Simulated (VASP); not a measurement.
The system is Mg8S9 (a cell with a defect).

```
Mg S
1.0
     0.00000    5.65153    5.65153
     5.65153    0.00000    5.65153
     5.65153    5.65153    0.00000
Mg S
8 9
Direct
  0.01564 0.98938 0.00735
  0.51328 0.50772 0.49164
  0.00028 0.99284 0.50935
  0.50066 0.51780 0.99151
  0.99236 0.51195 0.00517
  0.50052 0.00174 0.50817
  0.49702 0.98982 0.00287
  0.99724 0.50133 0.50374
  0.14548 0.13983 0.10261
  0.62529 0.63324 0.47028
  0.11790 0.13283 0.63016
  0.61945 0.62346 0.11585
  0.13103 0.64082 0.12460
  0.62861 0.11097 0.62321
  0.62153 0.13190 0.11131
  0.11893 0.63386 0.61811
  0.62237 0.64847 0.75330
```

Base run:

| Quantity | Value |
| --- | --- |
| Program | VASP 6.6.1 |
| Functional | PBEsol |
| Dispersion | D3(BJ) |
| Potentials or basis | VASP PAW PBE potentials, release 64 (Mg, S) |
| Cutoff | 400 eV |
| k mesh | 2 × 2 × 2, shifted |
| Occupations | fermi-dirac, width 0.05 eV |
| Spin | no spin polarisation |

Its results: band gap on the k mesh 2.08 eV; pressure 12.8 GPa; largest force 36.155 eV/Å.

The run is repeated on the same cell with these changes: dispersion from D3(BJ) to none. What comes out?

Band gap on the k mesh 2.08 eV; pressure 14.7 GPa; largest force 36.152 eV/Å.

Dispersion adds attraction, which lowers the pressure at fixed volume and, as a term added to the energy, leaves the levels alone.

Caveats: atoms lie so close that the PAW spheres overlap strongly, which falsifies energies and pressures; the PAW data sets were made with another functional, which shifts forces and pressure a little; three body term missing (at least some runs).

A k mesh can miss the band edges.
